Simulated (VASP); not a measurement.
# BiMo (zincblende type) (F-43m) in VASP: further runs

BiMo (zincblende type) is run at these levels: PBE; tasks: single point.

All numbers are computed with VASP 6.6.1; they aren't measurements. Logs are shortened: lines on timing, memory, paths and dates and some standing lists are left out, and cuts for length are marked.

### Step 1. The cell of the first run

The structure is cubic, space group F-43m (No. 216). The conventional cell has a = 6.230 Å, b = 6.230 Å, c = 6.230 Å, α = 90.00°, β = 90.00°, γ = 90.00°. Within 3.6 Å of Mo (site symmetry -43m) lie 4 Bi at 2.70 Å. Within 3.6 Å of Bi (site symmetry -43m) lie 4 Mo at 2.70 Å.

### Step 2. Single point, PBE (volume scaled by 0.96)

INCAR reads:

```
ALGO = Normal
EDIFF = 1E-6
ENCUT = 520
GGA = PE
ISIF = 2
ISMEAR = -1
LASPH = True
LCHARG = False
LREAL = False
LWAVE = False
NBANDS = 22
NELM = 80
PREC = Accurate
SIGMA = 0.08
```

KPOINTS reads:

```
k-points
0
Gamma
  11 11 11
```

POSCAR reads:

```
BiMo
1.0
    0.0000000000      3.1150787229      3.1150787229
    3.1150787229      0.0000000000      3.1150787229
    3.1150787229      3.1150787229      0.0000000000
Mo Bi
1 1
Direct
    0.0000000000      0.0000000000      0.0000000000
    0.2500000000      0.2500000000      0.2500000000
```

Potentials or basis: VASP PAW PBE potentials, release 64 (Mo_sv, Bi_d).

Started as:

```bash
cat potpaw_PBE.64/Mo_sv/POTCAR potpaw_PBE.64/Bi_d/POTCAR > POTCAR
mpirun -np 1 vasp_std > vasp.out
```

OUTCAR:

```text
EDIFF = 1E-6
   ENCUT = 520
   GGA = PE
   ISIF = 2
   ISMEAR = -1
   LASPH = True
   LREAL = False
   NELM = 80
   PREC = Accurate

 ion  position               nearest neighbor table
   1  0.000  0.000  0.000-   2 2.70   2 2.70   2 2.70   2 2.70
   2  0.250  0.250  0.250-   1 2.70   1 2.70   1 2.70   1 2.70

  LATTYP: Found a face centered cubic cell.
 ALAT       =     6.2301574458

  Lattice vectors:

 A1 = (   0.0000000000,   3.1150787229,   3.1150787229)
 A2 = (   3.1150787229,   0.0000000000,   3.1150787229)
 A3 = (   3.1150787229,   3.1150787229,   0.0000000000)

Analysis of symmetry for initial positions (statically):
=====================================================================
 Subroutine PRICEL returns:
 Original cell was already a primitive cell.

 Routine SETGRP: Setting up the symmetry group for a
 face centered cubic supercell.

 Subroutine GETGRP returns: Found 24 space group operations
 (whereof 24 operations were pure point group operations)
 out of a pool of 48 trial point group operations.

The static configuration has the point symmetry T_d .

Analysis of symmetry for dynamics (positions and initial velocities):
=====================================================================
 Subroutine PRICEL returns:
 Original cell was already a primitive cell.

 Routine SETGRP: Setting up the symmetry group for a
 face centered cubic supercell.

 Subroutine GETGRP returns: Found 24 space group operations
 (whereof 24 operations were pure point group operations)
 out of a pool of 48 trial point group operations.

The dynamic configuration has the point symmetry T_d .

 Subroutine INISYM returns: Found 24 space group operations
 (whereof 24 operations are pure point group operations),
 and found     1 'primitive' translations

----------------------------------------------------------------------------------------

                                     Primitive cell

  volume of cell :      60.4557

  direct lattice vectors                    reciprocal lattice vectors
     0.000000000  3.115078723  3.115078723    -0.160509587  0.160509587  0.160509587
     3.115078723  0.000000000  3.115078723     0.160509587 -0.160509587  0.160509587
     3.115078723  3.115078723  0.000000000     0.160509587  0.160509587 -0.160509587

  length of vectors
     4.405386578  4.405386578  4.405386578     0.278010760  0.278010760  0.278010760

  position of ions in fractional coordinates (direct lattice)
     0.000000000  0.000000000  0.000000000
     0.250000000  0.250000000  0.250000000

  ion indices of the primitive-cell ions
   primitive index   ion index
                 1           1
                 2           2

----------------------------------------------------------------------------------------

 KPOINTS: k-points

Automatic generation of k-mesh.
 Grid dimensions read from file:
 generate k-points for:   11   11   11

 Generating k-lattice:

  Cartesian coordinates                     Fractional coordinates (reciprocal lattice)
    -0.014591781  0.014591781  0.014591781     0.090909091  0.000000000  0.000000000
     0.014591781 -0.014591781  0.014591781     0.000000000  0.090909091  0.000000000
     0.014591781  0.014591781 -0.014591781     0.000000000  0.000000000  0.090909091

  Length of vectors
     0.025273705  0.025273705  0.025273705

  Shift w.r.t. Gamma in fractional coordinates (k-lattice)
     0.000000000  0.000000000  0.000000000

 Subroutine IBZKPT returns following result:
 ===========================================

 Found     56 irreducible k-points:

 Following reciprocal coordinates:
            Coordinates               Weight
  0.000000  0.000000  0.000000      1.000000
  0.090909  0.000000  0.000000      8.000000
  0.181818  0.000000  0.000000      8.000000
  0.272727  0.000000  0.000000      8.000000
  0.363636  0.000000  0.000000      8.000000
  0.454545  0.000000  0.000000      8.000000
[... 16 lines left out ...]
 -0.272727  0.181818  0.000000     24.000000
 -0.181818  0.181818  0.000000     12.000000
 [... further k-points ...]
   k-points           NKPTS =     56   k-points in BZ     NKDIM =     56   number of bands    NBANDS=     22
   number of dos      NEDOS =    301   number of ions     NIONS =      2
   total plane-waves  NPLWV =  46656
   dimension x,y,z NGX =    36 NGY =   36 NGZ =   36
   dimension x,y,z NGXF=    72 NGYF=   72 NGZF=   72
   ions per type =               1   1
   NGX,Y,Z   is equivalent  to a cutoff of  13.59, 13.59, 13.59 a.u.
   NGXF,Y,Z  is equivalent  to a cutoff of  27.17, 27.17, 27.17 a.u.
 SYSTEM =  unknown system
   PREC   = accura    normal or accurate (medium, high low for compatibility)
   ISTART =      0    job   : 0-new  1-cont  2-samecut
   ICHARG =      2    charge: 1-file 2-atom 10-const
   ISPIN  =      1    spin polarized calculation?
   LNONCOLLINEAR =      F non collinear calculations
   LSORBIT =      F    spin-orbit coupling
   LASPH  =      T    aspherical Exc in radial PAW
   ENCUT  =  520.0 eV  38.22 Ry    6.18 a.u.   8.19  8.19  8.19*2*pi/ulx,y,z
   NELM   =     80;   NELMIN=  2; NELMDL= -5     # of ELM steps
   EDIFF  = 0.1E-05   stopping-criterion for ELM
   LREAL  =      F    real-space projection
   EDIFFG = 0.1E-04   stopping-criterion for IOM
   NSW    =      0    number of steps for IOM
   IBRION =     -1    ionic relax: 0-MD 1-quasi-New 2-CG
   NFREE  =      0    steps in history (QN), initial steepest desc. (CG)
   ISIF   =      2    stress and relaxation
   ISYM   =      2    0-nonsym 1-usesym 2-fastsym
   POTIM  = 0.5000    time-step for ionic-motion
   TEBEG  =    0.0;   TEEND  =   0.0 temperature during run
   PSTRESS=    0.0 pullay stress
   NELECT =      29.0000    total number of electrons
   NUPDOWN=      -1.0000    fix difference up-down
   EMIN   =  10.00;   EMAX   =-10.00  energy-range for DOS
   EFERMI =   0.00;   METHOD = LEGACY
   ISMEAR =    -1;   SIGMA  =   0.08  broadening in eV -4-tet -1-fermi 0-gaus
   EFERMI_NEDOS =   21; number of points for ismear=-14 and -15
   IALGO  =     38    algorithm
   IMIX   =      4    mixing-type and parameters
     AMIX     =   0.40;   BMIX     =  1.00
     AMIX_MAG =   1.60;   BMIX_MAG =  1.00
  volume/ion in A,a.u.               =      30.23       203.99
  Fermi-wavevector in a.u.,A,eV,Ry     =   1.281529  2.421739 22.345077  1.642317
  Thomas-Fermi vector in A             =   2.413894
   LORBIT       =      0    0 simple, 1 ext, 2 COOP (PROOUT), +10 PAW based schemes
   GGA     = PE    functional components
   LHFCALC =     F    Hartree Fock is set to
   AEXX    =    0.0000 exact exchange contribution
   IVDW    =     0    specifies the selected vdW correction
   LEPSILON=     F    determine dielectric tensor
   LRPA    =     F    only Hartree local field effects (RPA)
 non-spin polarized calculation
  energy-cutoff  :      520.00
  volume of cell :       60.46
 maximum number of plane-waves:      1641
 NGX is ok and might be reduce to    36
   NGX = 17   NGY = 17   NGZ = 17

 number of electron      28.9999996 magnetization

 Free energy of the ion-electron system (eV)
  ---------------------------------------------------
  ext. energy  EPLUGINS =         0.00000000
  ---------------------------------------------------
  free energy    TOTEN  =       -11.47249466 eV

  energy without entropy =      -11.34248827  energy(sigma->0) =      -11.40749147

 E-fermi :   5.9689     XC(G=0):  -9.7969

 val. band max:        5.9637219173   @ k =   0.2727   0.2727   0.0000
 cond. band min:       5.9732115330   @ k =   0.3636   0.2727   0.0909
 fundamental gap:      0.0094896157
 Fermi energy:         5.9689482074

 k-point     1 :       0.0000    0.0000    0.0000
  band No.  band energies     occupation
      1     -54.6014      2.00000
      2     -28.7565      2.00000
      3     -28.7565      2.00000
      4     -28.7565      2.00000
      5     -16.2393      2.00000
      6     -16.2393      2.00000
[... 14 lines left out ...]
     21      13.0985      0.00000
     22      13.0985      0.00000

 k-point     2 :       0.0909    0.0000    0.0000
  band No.  band energies     occupation
      1     -54.6013      2.00000
      2     -28.7571      2.00000
      3     -28.7565      2.00000
      4     -28.7565      2.00000
      5     -16.2414      2.00000
      6     -16.2400      2.00000
[... 14 lines left out ...]
     21      13.2998      0.00000
     22      13.2998      0.00000

 k-point     3 :       0.1818    0.0000    0.0000
  band No.  band energies     occupation
      1     -54.6012      2.00000
      2     -28.7588      2.00000
      3     -28.7565      2.00000
      4     -28.7565      2.00000
      5     -16.2473      2.00000
      6     -16.2416      2.00000
[... 14 lines left out ...]
     21      13.7091      0.00000
     22      13.7091      0.00000

 k-point     4 :       0.2727    0.0000    0.0000
  band No.  band energies     occupation
      1     -54.6011      2.00000
      2     -28.7609      2.00000
      3     -28.7565      2.00000
      4     -28.7565      2.00000
      5     -16.2550      2.00000
      6     -16.2430      2.00000
[... 14 lines left out ...]
     21      14.0708      0.00000
     22      14.0708      0.00000

 k-point     5 :       0.3636    0.0000    0.0000
  band No.  band energies     occupation
      1     -54.6010      2.00000
      2     -28.7629      2.00000
      3     -28.7565      2.00000
      4     -28.7565      2.00000
      5     -16.2621      2.00000
      6     -16.2437      2.00000
[... 14 lines left out ...]
     21      14.2751      0.00000
     22      14.2751      0.00000

 k-point     6 :       0.4545    0.0000    0.0000
  band No.  band energies     occupation
      1     -54.6009      2.00000
      2     -28.7640      2.00000
      3     -28.7565      2.00000
      4     -28.7565      2.00000
      5     -16.2663      2.00000
      6     -16.2439      2.00000
[... 14 lines left out ...]
     21      14.3536      0.00000
     22      14.3536      0.00000

 k-point     7 :       0.0909    0.0909    0.0000
  band No.  band energies     occupation
      1     -54.6013      2.00000
      2     -28.7573      2.00000
      3     -28.7565      2.00000
      4     -28.7565      2.00000
      5     -16.2430      2.00000
      6     -16.2398      2.00000
[... 324 lines left out ...]
      6     -16.2498      2.00000
[... 14 lines left out ...]
     21      14.4167      0.00000
     22      15.1501      0.00000

 k-point    21 :      -0.4545    0.1818    0.0000
  band No.  band energies     occupation
      1     -54.6008      2.00000
      2     -28.7634      2.00000
      3     -28.7581      2.00000
      4     -28.7566      2.00000
      5     -16.2649      2.00000
      6     -16.2509      2.00000
[... 14 lines left out ...]
     21      15.0066      0.00000
     22      15.7134      0.00000

 k-point    22 :      -0.3636    0.1818    0.0000
  band No.  band energies     occupation
      1     -54.6008      2.00000
      2     -28.7629      2.00000
      3     -28.7582      2.00000
      4     -28.7565      2.00000
      5     -16.2632      2.00000
      6     -16.2503      2.00000
[... 14 lines left out ...]
     21      14.8236      0.00000
     22      15.7368      0.00000

 k-point    23 :      -0.2727    0.1818    0.0000
  band No.  band energies     occupation
      1     -54.6009      2.00000
      2     -28.7620      2.00000
      3     -28.7580      2.00000
      4     -28.7565      2.00000
      5     -16.2593      2.00000
      6     -16.2483      2.00000
[... 14 lines left out ...]
     21      14.5955      0.00000
     22      14.9126      0.00000

 k-point    24 :      -0.1818    0.1818    0.0000
  band No.  band energies     occupation
      1     -54.6010      2.00000
      2     -28.7608      2.00000
      3     -28.7574      2.00000
      4     -28.7564      2.00000
      5     -16.2548      2.00000
      6     -16.2451      2.00000
[... 14 lines left out ...]
     21      14.2162      0.00000
     22      14.3170      0.00000

 [... further k-points ...]
[... 5 lines left out ...]
  --------------------------------------------------------------------------------------
  -------------------------------------------------------------------------------------
  Total        1.1190223      1.1190223      1.1190223      0.0000000      0.0000000     -0.0000000
  in kB       29.6559769     29.6559769     29.6559769      0.0000000      0.0000000     -0.0000000
  external PRESSURE =      29.6559769 kB  Pullay stress =       0.0000000 kB

 VOLUME and BASIS-vectors are now :
 -----------------------------------------------------------------------------
  energy-cutoff  :      520.00
  volume of cell :       60.46
      direct lattice vectors                 reciprocal lattice vectors
     0.000000000  3.115078723  3.115078723    -0.160509587  0.160509587  0.160509587
     3.115078723  0.000000000  3.115078723     0.160509587 -0.160509587  0.160509587
     3.115078723  3.115078723  0.000000000     0.160509587  0.160509587 -0.160509587

 POSITION                                       TOTAL-FORCE (eV/Angst)
 -----------------------------------------------------------------------------------
      0.00000      0.00000      0.00000         0.000000     -0.000000     -0.000000
      1.55754      1.55754      1.55754        -0.000000      0.000000      0.000000
 -----------------------------------------------------------------------------------
    total drift:                                0.000000      0.000000      0.000000

  FREE ENERGIE OF THE ION-ELECTRON SYSTEM (eV)
  ---------------------------------------------------
  free  energy   TOTEN  =       -11.4724946602 eV

  energy  without entropy=      -11.3424882728  energy(sigma->0) =      -11.40749147
```

Wall time 26 s (1 thread of Intel Xeon 6975P-C (Granite Rapids), shared host); peak memory 0.24 GiB.

Results:

| Quantity | Value |
| --- | --- |
| Free energy | -11.4725 eV |
| Pressure | 3.0 GPa |

Levels at points of the mesh, in eV from the Fermi level:
```tsv
k point	band 12	band 13	band 14	band 15	band 16	band 17	band 18	band 19
(0.00, 0.00, 0.00)	-2.48	-2.48	-0.10	-0.10	2.58	5.45	5.45	5.45
```

Caveat: the cell differs from its parent crystal (volume scaled by 0.96); spin-orbit coupling is left out, which moves the levels of the heavy elements.

### Step 3. Single point, PBE (volume scaled by 0.98)

INCAR reads:

```
SYSTEM = BiMo
ALGO = Normal
EDIFF = 1E-7
ENCUT = 520
GGA = PE
ISIF = 2
ISMEAR = -1
LASPH = .True.
LCHARG = .False.
LREAL = .False.
LWAVE = .False.
NBANDS = 22
NELM = 80
PREC = Accurate
SIGMA = 0.08
```

KPOINTS reads:

```
k-points
0
Gamma
  11 11 11
  0 0 0
```

POSCAR reads:

```
BiMo
1.0
    0.0000000000      3.1365627033      3.1365627033
    3.1365627033      0.0000000000      3.1365627033
    3.1365627033      3.1365627033      0.0000000000
Mo Bi
1 1
Direct
    0.0000000000      0.0000000000      0.0000000000
    0.2500000000      0.2500000000      0.2500000000
```

Potentials or basis: VASP PAW PBE potentials, release 64 (Mo_sv, Bi_d).

Started as:

```bash
cat potpaw_PBE.64/Mo_sv/POTCAR potpaw_PBE.64/Bi_d/POTCAR > POTCAR
mpirun -np 1 vasp_std > vasp.out
```

Run time: 29 s. Hardware: 1 thread of Intel Xeon 6975P-C (Granite Rapids), shared host; peak memory 0.24 GiB.

Results (log left out):

```yaml
Free_energy: -11.4901 eV
Pressure: 1.4 GPa
```

Levels at points of the mesh, in eV from the Fermi level:
| k point | band 11 | band 12 | band 13 | band 14 | band 15 | band 16 | band 17 | band 18 | band 19 | band 20 |
| --- | --- | --- | --- | --- | --- | --- | --- | --- | --- | --- |
| (0.00, 0.00, 0.00) | -2.43 | -2.43 | -2.43 | -0.10 | -0.10 | 2.49 | 5.31 | 5.31 | 5.31 | 7.03 |

Caveat: the cell differs from its parent crystal (volume scaled by 0.98); spin-orbit coupling is left out, which moves the levels of the heavy elements.

### Step 4. Single point, PBE

This run uses another cell than the first one, of 31.49 Å³/atom, 1.042 times its volume.

INCAR reads:

```
SYSTEM = BiMo
  PREC = Accurate
  ENCUT = 520
  EDIFF = 1E-6
  ISMEAR = -1
  SIGMA = 0.08
  LREAL = .False.
  LASPH = .True.
  NELM = 100
  ALGO = Normal
  ISIF = 2
  LWAVE = .False.
  LCHARG = .True.
  GGA = PE
  LELF = .True.
  LVHAR = .True.
  NBANDS = 22
```

KPOINTS reads:

```
Automatic mesh
0
Gamma
  11 11 11
  0 0 0
```

POSCAR reads:

```
BiMo
1.0
    0.0000000000      3.1577563375      3.1577563375
    3.1577563375      0.0000000000      3.1577563375
    3.1577563375      3.1577563375      0.0000000000
Mo Bi
1 1
Direct
    0.0000000000      0.0000000000      0.0000000000
    0.2500000000      0.2500000000      0.2500000000
```

Started as:

```bash
cat potpaw_PBE.64/Mo_sv/POTCAR potpaw_PBE.64/Bi_d/POTCAR > POTCAR
mpirun -np 1 vasp_std > vasp.out
```

It took 28 s on 1 thread of Intel Xeon 6975P-C (Granite Rapids), shared host; peak memory 0.24 GiB.

The run converged. Its results:

```
Free energy : -11.4961 eV
Pressure    : 0.0 GPa
```

Levels at points of the mesh, in eV from the Fermi level:
```tsv
k point	band 11	band 12	band 13	band 14	band 15	band 16	band 17	band 18	band 19	band 20
(0.00, 0.00, 0.00)	-2.38	-2.38	-2.38	-0.10	-0.10	2.41	5.17	5.17	5.17	6.93
```

Caveat: spin-orbit coupling is left out, which moves the levels of the heavy elements.

### Step 5. Summary

```csv
cell,gap on the mesh (eV),pressure (GPa)
"a = 4.405 Å, angles 60.0°, 2 atoms",none,3.0
"a = 4.436 Å, angles 60.0°, 2 atoms",none,1.4
"a = 4.466 Å, angles 60.0°, 2 atoms",none,0.0
```

Alike in all rows: task single point; level PBE; potentials or basis VASP PAW PBE potentials, release 64 (Mo_sv, Bi_d); no spin polarisation; k mesh 11 × 11 × 11; cutoff (eV) 520; smearing fermi-dirac 0.08 eV.

Caveats: spin-orbit coupling is left out, which moves the levels of the heavy elements.

Total energies depend on the potentials used, so only differences within one code and one set of settings carry meaning.
